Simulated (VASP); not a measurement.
# Li2B (C2/m) in VASP: a series of runs, part 2 of 2

VASP 6.6.1.

### Step 3. Relaxation of cell and atoms, PBE

INCAR

```
  PREC = Accurate
  ENCUT = 600
  EDIFF = 1E-6
  ISMEAR = 0
  SIGMA = 0.1
  LREAL = F
  LASPH = T
  NELM = 100
  ALGO = Normal
  ISIF = 3
  LWAVE = F
  LCHARG = F
  GGA = PE
  IBRION = 2
  NSW = 90
  EDIFFG = -0.04
```

KPOINTS

```
regular mesh
0
Gamma
  8 8 4
```

POSCAR

```
Li2B
1.0
    2.1860193500     -1.4637945900      0.0000000000
    2.1860193500      1.4637945900      0.0000000000
   -0.5352742200      0.0000000000      4.3690067700
Li B
2 1
Direct
    0.2336437400      0.2336437400      0.2625626300
    0.7663562600      0.7663562600      0.7374373700
    0.5000000000      0.5000000000      0.0000000000
```

Potentials or basis: VASP PAW PBE potentials, release 64 (Li_sv, B).

The run is started by

```bash
$ cat potpaw_PBE.64/Li_sv/POTCAR potpaw_PBE.64/B/POTCAR > POTCAR
$ mpirun -np 1 vasp_std > vasp.out
```

OUTCAR:

```text
PREC = Accurate
   ENCUT = 600
   EDIFF = 1E-6
   ISMEAR = 0
   LREAL = F
   LASPH = T
   NELM = 100
   ISIF = 3
   GGA = PE
   IBRION = 2
   NSW = 90
   EDIFFG = -0.04

 ion  position               nearest neighbor table
   1  0.234  0.234  0.263-   3 1.74   3 2.06   3 2.06   2 2.54   2 2.54
   2  0.766  0.766  0.737-   3 1.74   3 2.06   3 2.06   1 2.54   1 2.54
   3  0.500  0.500  0.000-   1 1.74   2 1.74   1 2.06   1 2.06   2 2.06   2 2.06

  LATTYP: Found a base centered monoclinic cell.
 ALAT       =     4.3720387000
 B/A-ratio  =     0.6696164835
 C/A-ratio  =     1.0067784916
 COS(beta)  =    -0.1216069513

  Lattice vectors:

 A1 = (   2.1860193500,  -1.4637945900,   0.0000000000)
 A2 = (   2.1860193500,   1.4637945900,   0.0000000000)
 A3 = (  -0.5352742200,   0.0000000000,   4.3690067700)

Analysis of symmetry for initial positions (statically):
=====================================================================
 Subroutine PRICEL returns:
 Original cell was already a primitive cell.

 Routine SETGRP: Setting up the symmetry group for a
 base centered monoclinic supercell.

 Subroutine GETGRP returns: Found  4 space group operations
 (whereof  4 operations were pure point group operations)
 out of a pool of  4 trial point group operations.

The static configuration has the point symmetry C_2h.

Analysis of symmetry for dynamics (positions and initial velocities):
=====================================================================
 Subroutine PRICEL returns:
 Original cell was already a primitive cell.

 Routine SETGRP: Setting up the symmetry group for a
 base centered monoclinic supercell.

 Subroutine GETGRP returns: Found  4 space group operations
 (whereof  4 operations were pure point group operations)
 out of a pool of  4 trial point group operations.

The dynamic configuration has the point symmetry C_2h.

 Subroutine INISYM returns: Found  4 space group operations
 (whereof  4 operations are pure point group operations),
 and found     1 'primitive' translations

----------------------------------------------------------------------------------------

                                     Primitive cell

  volume of cell :      27.9606

  direct lattice vectors                    reciprocal lattice vectors
     2.186019350 -1.463794590  0.000000000     0.228726246 -0.341577981  0.028022676
     2.186019350  1.463794590  0.000000000     0.228726246  0.341577981  0.028022676
    -0.535274220  0.000000000  4.369006770     0.000000000  0.000000000  0.228884974

  length of vectors
     2.630850661  2.630850661  4.401674528     0.412039419  0.412039419  0.228884974

  position of ions in fractional coordinates (direct lattice)
     0.233643740  0.233643740  0.262562630
     0.766356260  0.766356260  0.737437370
     0.500000000  0.500000000  0.000000000

  ion indices of the primitive-cell ions
   primitive index   ion index
                 1           1
                 2           2
                 3           3

----------------------------------------------------------------------------------------

 KPOINTS: regular mesh

Automatic generation of k-mesh.
 Grid dimensions read from file:
 generate k-points for:    8    8    4

 Generating k-lattice:

[... 58 lines left out ...]
   LASPH  =      T    aspherical Exc in radial PAW
   ENCUT  =  600.0 eV  44.10 Ry    6.64 a.u.   5.25  5.25  8.79*2*pi/ulx,y,z
   NELM   =    100;   NELMIN=  2; NELMDL= -5     # of ELM steps
   EDIFF  = 0.1E-05   stopping-criterion for ELM
   LREAL  =      F    real-space projection
   EDIFFG = -.4E-01   stopping-criterion for IOM
   NSW    =     90    number of steps for IOM
   IBRION =      2    ionic relax: 0-MD 1-quasi-New 2-CG
   NFREE  =      1    steps in history (QN), initial steepest desc. (CG)
   ISIF   =      3    stress and relaxation
   ISYM   =      2    0-nonsym 1-usesym 2-fastsym
   POTIM  = 0.5000    time-step for ionic-motion
   TEBEG  =    0.0;   TEEND  =   0.0 temperature during run
   PSTRESS=    0.0 pullay stress
   NELECT =       9.0000    total number of electrons
   NUPDOWN=      -1.0000    fix difference up-down
   EMIN   =  10.00;   EMAX   =-10.00  energy-range for DOS
   EFERMI =   0.00;   METHOD = LEGACY
   ISMEAR =     0;   SIGMA  =   0.10  broadening in eV -4-tet -1-fermi 0-gaus
   EFERMI_NEDOS =   21; number of points for ismear=-14 and -15
   IALGO  =     38    algorithm
   IMIX   =      4    mixing-type and parameters
     AMIX     =   0.40;   BMIX     =  1.00
     AMIX_MAG =   1.60;   BMIX_MAG =  1.00
  volume/ion in A,a.u.               =       9.32        62.90
  Fermi-wavevector in a.u.,A,eV,Ry     =   1.121950  2.120177 17.126621  1.258771
  Thomas-Fermi vector in A             =   2.258607
   LORBIT       =      0    0 simple, 1 ext, 2 COOP (PROOUT), +10 PAW based schemes
   GGA     = PE    functional components
   LHFCALC =     F    Hartree Fock is set to
   AEXX    =    0.0000 exact exchange contribution
   IVDW    =     0    specifies the selected vdW correction
   LEPSILON=     F    determine dielectric tensor
   LRPA    =     F    only Hartree local field effects (RPA)
 conjugate gradient relaxation of ions
 non-spin polarized calculation
 Gauss-broadening in eV      SIGMA  =   0.10
  energy-cutoff  :      600.00
  volume of cell :       27.96
 maximum number of plane-waves:       942
 NGX is ok and might be reduce to    24
   NGX = 11   NGY = 11   NGZ = 17

--------------------------------------- Ionic step        1  -------------------------------------------

 number of electron       8.9999996 magnetization

 Free energy of the ion-electron system (eV)
  ---------------------------------------------------
  ext. energy  EPLUGINS =         0.00000000
  ---------------------------------------------------
  free energy    TOTEN  =        -6.82701935 eV

  energy without entropy =       -6.82017476  energy(sigma->0) =       -6.82359706

------------------------ aborting loop because EDIFF is reached ----------------------------------------

  FORCE on cell =-STRESS in cart. coord.  units (eV):
  Direction    XX          YY          ZZ          XY          YZ          ZX
  --------------------------------------------------------------------------------------
  -------------------------------------------------------------------------------------
  Total        7.1820013      1.6256976      6.3529680      0.0000000      0.0000000     -4.9965953
  in kB      411.5373053     93.1544253    364.0327025      0.0000000      0.0000000   -286.3109135
  external PRESSURE =     289.5748110 kB  Pullay stress =       0.0000000 kB
[... 92 lines left out ...]
  FREE ENERGIE OF THE ION-ELECTRON SYSTEM (eV)
  ---------------------------------------------------
  free  energy   TOTEN  =        -8.1525219041 eV

  energy  without entropy=       -8.1458447606  energy(sigma->0) =       -8.14918333

[... ionic steps 4 to 23 ...]

--------------------------------------- Ionic step       24  -------------------------------------------

 number of electron       9.0000006 magnetization

------------------------ aborting loop because EDIFF is reached ----------------------------------------
[... 69 lines left out ...]
--------------------------------------- Ionic step       26  -------------------------------------------

 number of electron       9.0000009 magnetization

 Free energy of the ion-electron system (eV)
  ---------------------------------------------------
  ext. energy  EPLUGINS =         0.00000000
  ---------------------------------------------------
  free energy    TOTEN  =        -9.19494767 eV

  energy without entropy =       -9.19400077  energy(sigma->0) =       -9.19447422

 E-fermi :   2.7428     XC(G=0):  -9.3967

 val. band max:        2.6779034262   @ k =  -0.3750   0.2500   0.2500
 cond. band min:       3.0012543676   @ k =   0.5000   0.2500   0.2500
 fundamental gap:      0.3233509414
 Fermi energy:         2.7428473129

 k-point     1 :       0.0000    0.0000    0.0000
  band No.  band energies     occupation
      1     -42.1449      2.00000
      2     -42.1097      2.00000
      3      -6.2274      2.00000
      4       0.8522      2.00000
      5       0.8918      2.00000
      6      10.0366      0.00000
      7      10.0993      0.00000
      8      13.5158      0.00000
[... 243 lines left out ...]
 k-point    24 :       0.2500    0.0000    0.2500
  band No.  band energies     occupation
      1     -42.0968      2.00000
      2     -42.0834      2.00000
      3      -5.0527      2.00000
      4       0.1879      2.00000
      5       4.0099      0.00000
      6       4.9983      0.00000
      7      10.8888      0.00000
      8      10.9314      0.00000

 [... further k-points ...]
[... 5 lines left out ...]
  --------------------------------------------------------------------------------------
  -------------------------------------------------------------------------------------
  Total       -0.0174078      0.0480402      0.0108596      0.0000000      0.0000000     -0.0049634
  in kB       -0.9124744      2.5181440      0.5692352      0.0000000      0.0000000     -0.2601684
  external PRESSURE =       0.7249683 kB  Pullay stress =       0.0000000 kB
[... 18 lines left out ...]
  FREE ENERGIE OF THE ION-ELECTRON SYSTEM (eV)
  ---------------------------------------------------
  free  energy   TOTEN  =        -9.1949476698 eV

  energy  without entropy=       -9.1940007731  energy(sigma->0) =       -9.19447422

 reached required accuracy - stopping structural energy minimisation
```

Run time: 3.2 min. Hardware: 1 thread of Intel Xeon Platinum 8259CL at 2.50GHz (Skylake/Cascade Lake), shared host; peak memory 0.15 GiB.

Results:

```yaml
Free_energy: -9.1949 eV
Relaxed_volume: 10.19 Å³/atom
Relaxed_cell: a = 2.430 Å, b = 2.430 Å, c = 5.419 Å, α = 102.05°, β = 102.05°, γ = 89.60°
Space_group_after_relaxing_to_0.05_Å: C2/m (No. 12)
Energy_gained_by_relaxing: 789.3 meV/atom
Ionic_steps: 26
Pressure_after_relaxing: 0.1 GPa
Largest_force_after_relaxing: 0.034 eV/Å
```

Forces on the atoms (eV/Å):
```
Li  -0.016  0.000 -0.031
Li   0.016  0.000  0.031
B    0.000  0.000  0.000
```

Stress tensor (GPa, compression positive):
```
-0.09  0.00 -0.03
 0.00  0.25  0.00
-0.03  0.00  0.06
```

Step by step:
| step | energy change (eV) | largest force (eV/Å) | pressure (GPa) | volume (Å³) |
| --- | --- | --- | --- | --- |
| 1 | 0.0000 | 3.2976 | 28.96 | 27.96 |
| 2 | -1.3254 | 0.1010 | 2.37 | 35.09 |
| 3 | -1.3255 | 0.1005 | 2.65 | 34.94 |
| 4 | -1.4026 | 0.1058 | 0.62 | 36.11 |
| 5 | -1.4984 | 0.4856 | -4.51 | 39.54 |
| 6 | -1.5567 | 0.5067 | -4.96 | 39.32 |
| 7 | -1.7443 | 0.6827 | -6.78 | 38.39 |
| 8 | -1.9430 | 0.4822 | -8.63 | 35.07 |
| 9 | -1.9559 | 0.8446 | -8.64 | 36.71 |
| 10 | -2.0815 | 0.7058 | -7.40 | 34.97 |
| 11 | -2.1564 | 0.3910 | -4.94 | 32.72 |
| 12 | -2.2361 | 0.3402 | -3.73 | 31.81 |
| 13 | -2.3003 | 0.3108 | -1.08 | 30.65 |
| 14 | -2.2451 | 0.3796 | 6.12 | 28.34 |
| 15 | -2.3139 | 0.2662 | 0.84 | 29.93 |
| 16 | -2.3217 | 0.2335 | 0.69 | 30.04 |
| 17 | -2.3374 | 0.1451 | 0.28 | 30.39 |
| 18 | -2.3355 | 0.1699 | 0.14 | 31.06 |
| 19 | -2.3410 | 0.1227 | -0.09 | 30.75 |
| 20 | -2.3476 | 0.1186 | -0.25 | 30.86 |
| 21 | -2.3574 | 0.0958 | -0.59 | 31.17 |
| 22 | -2.3576 | 0.0909 | -0.62 | 31.21 |
| 23 | -2.3616 | 0.0738 | -0.58 | 31.07 |
| 24 | -2.3664 | 0.0384 | 0.07 | 30.62 |
| 25 | -2.3665 | 0.0354 | -0.05 | 30.68 |
| 26 | -2.3679 | 0.0344 | 0.07 | 30.57 |

Final structure:
```
Li B
1.0
     1.70572   -1.71198   -0.24942
     1.70572    1.71198   -0.24942
    -0.82886    0.00000    5.35479
Li B
2 1
Direct
  0.12936 0.12936 0.27322
  0.87064 0.87064 0.72678
  0.50000 0.50000 0.00000
```

Caveat: the cutoff is under 1.25 times the usual one of these potentials, so pressure, stress and relaxed cells hold a basis-set (Pulay) error.
